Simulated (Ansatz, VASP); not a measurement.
# CsH in VASP and in Ansatz

File INCAR:

```
PREC     = Accurate       # precision mode
ENCUT    = 520            # plane-wave cutoff, eV
EDIFF    = 1E-6           # SCF threshold, eV
ISMEAR   = 0              # smearing method
SIGMA    = 0.05           # smearing width, eV
LREAL    = False          # projectors in reciprocal space
LASPH    = True           # aspherical terms in the spheres
NELM     = 60             # most SCF steps
ALGO     = Normal         # electronic algorithm
ISIF     = 2              # what is computed and relaxed
LWAVE    = False          # write WAVECAR
LCHARG   = False          # write CHGCAR
GGA      = CA             # functional
NBANDS   = 12             # bands
```

Contents of KPOINTS:

```
Automatic mesh
0
Gamma
  8 8 8
```

Contents of POSCAR:

```
CsH
1.0
    0.0298078000      3.1880000000      3.1880000000
    3.1880000000      0.0298078000      3.1880000000
    3.2178078000      3.2178078000      0.0000000000
Cs H
1 1
Direct
    0.0000000000      0.0000000000      0.0000000000
    0.5000000000      0.5000000000      0.5000000000
```

Input for Ansatz:

```yaml
crystal:
  lattice:
    - [0.0298078, 3.188, 3.188]
    - [3.188, 0.0298078, 3.188]
    - [3.2178078, 3.2178078, 0.0]
  atoms:
    - { symbol: Cs, position: [0.0, 0.0, 0.0] }
    - { symbol: H, position: [0.5, 0.5, 0.5] }
basis:
  ecutwfc: 420
kpoints:
  mp_grid: { grid: [8, 8, 8] }
hamiltonian:
  xc: lda
scf:
  occupations: { method: gaussian, width: 0.05 }
output:
  forces: true
  stress: true
  eigenvalues: true
```

Change from the starting cell: strain +0.0187 x Voigt [0, 0, 0, 0, 0, 1], atoms carried along.

Alike in both runs: task single point; functional LDA; k mesh 8 × 8 × 8; occupations gaussian, width 0.05 eV; no spin polarisation.

|  | VASP | Ansatz |
| --- | --- | --- |
| version | VASP 6.6.1 | Ansatz 0.2.0 |
| potentials or method | VASP PAW LDA potentials, release 64 (Cs_sv, H), cutoff 520 eV | scalar-relativistic, plane waves, PAW |
| valence electrons in the cell | 10 | 10 |

```csv
,VASP,Ansatz,Ansatz less VASP
gap on the k mesh at the Fermi level (eV),1.92,1.94,+0.018
least direct gap on the mesh (eV),1.94,1.95,+0.018
pressure (GPa),-1.2,-1.3,-0.02
"traceless stress, the component that is largest in VASP (GPa)",-0.10,-0.10,0.000
```

LDA's correlation is that of Perdew and Zunger in VASP and of Perdew and Wang (1992) in Ansatz.

Neither program's run includes spin-orbit coupling.
